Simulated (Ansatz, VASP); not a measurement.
## AlCu in VASP and in Ansatz

```
Al Cu
1.0
     3.12367    0.00000    0.00000
     0.00000    3.12367    0.00000
     0.00000    0.00000    3.12367
Al Cu
1 1
Direct
  0.00000 0.00000 0.00000
  0.50000 0.50000 0.50000
```

Alike in both runs: task single point; functional PBEsol; k mesh 14 × 14 × 14; occupations gaussian, width 0.1 eV; no spin polarisation.

|  | VASP | Ansatz |
| --- | --- | --- |
| version | VASP 6.6.1 | Ansatz 0.2.0 |
| potentials or method | VASP PAW PBE potentials, release 64 (Al, Cu), cutoff 520 eV | scalar-relativistic, plane waves, PAW |
| valence electrons in the cell | 14 | 22 |

Ansatz gave:

| Quantity | Value |
| --- | --- |
| gap on the k mesh at the Fermi level (eV) | none |
| pressure (GPa) | -14.3 |

Task: Which values does VASP return?

Result: gap on the k mesh at the Fermi level (eV): none; pressure (GPa): -13.4.

VASP's potentials were made for PBE, not for PBEsol. A gap of «none» marks a metal or a gap that the smearing closes. VASP's potentials hold 14 valence electrons a cell and Ansatz's 22, so a difference there can come from the potentials and not from the codes.
